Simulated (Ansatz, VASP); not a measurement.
Given: the input of a run of VASP 6.6.1 on Al.

File INCAR:

```
SYSTEM = Al
PREC     = Accurate       ! precision mode
ENCUT    = 520            ! plane-wave cutoff, eV
EDIFF    = 1E-6           ! SCF threshold, eV
ISMEAR   = -1             ! smearing method
SIGMA    = 0.025          ! smearing width, eV
LREAL    = .FALSE.        ! projectors in reciprocal space
LASPH    = .TRUE.         ! aspherical terms in the spheres
NELM     = 150            ! most SCF steps
ALGO     = Normal         ! electronic algorithm
ISIF     = 2              ! what is computed and relaxed
LWAVE    = .FALSE.        ! write WAVECAR
LCHARG   = .FALSE.        ! write CHGCAR
ISPIN    = 2              ! spin polarisation
MAGMOM   = 0.12           ! initial moments
LORBIT   = 11             ! projections on sites
GGA      = RE             ! functional
IVDW     = 12             ! dispersion correction
NBANDS   = 12             ! bands
```

The input KPOINTS:

```
regular mesh
0
G
  11 11 11
  0 0 0
```

File POSCAR:

```
Al
1.0
    0.0000000000      2.0382146954      2.0382146954
    2.0382146954      0.0000000000      2.0382146954
    2.0382146954      2.0382146954      0.0000000000
Al
1
Direct
    0.0000000000      0.0000000000      0.0000000000
```

Potentials or basis: VASP PAW PBE potentials, release 64 (Al).

Launch:

```sh
$ cat potpaw_PBE.64/Al/POTCAR > POTCAR
$ mpirun -np 1 vasp_std > vasp.out
```

Task: Set up the same calculation for Ansatz 0.2.0. Potentials there: SSSP efficiency PAW.

Result: As run (the cutoff follows the program's own potentials):

Contents of input.yaml:

```yaml
crystal:
  lattice:
    - [0.0, 2.0382146954, 2.0382146954]
    - [2.0382146954, 0.0, 2.0382146954]
    - [2.0382146954, 2.0382146954, 0.0]
  atoms:
    - { symbol: Al, position: [0.0, 0.0, 0.0], spin: 0.12 }
hamiltonian:
  xc: revpbe
  pseudopotentials: { kind: paw, accuracy: standard }
  dispersion: d3bj
magnetization:
  spin_polarized: true
kpoints:
  mp_grid: { grid: [11, 11, 11] }
scf:
  occupations: { method: fermi_dirac, width: 0.025 }
output:
  forces: true
  stress: true
  eigenvalues: true
```

Potentials or basis: SSSP efficiency PAW.

Run with:

```bash
$ ansatz run input.yaml --threads 1 --pin off --max-ram 2560MiB --backend cpu --events-out ev --progress --plain --runs-dir out
```

Both were run:

|  | VASP | Ansatz | Ansatz less VASP |
| --- | --- | --- | --- |
| gap on the k mesh at the Fermi level (eV) | none | none | - |
| pressure (GPa) | -7.1 | -7.0 | +0.11 |
| net moment per atom (μB) | 0.00 | 0.00 | 0.000 |

VASP's potentials were made for PBE, not for revPBE. A gap of «none» marks a metal or a gap that the smearing closes.
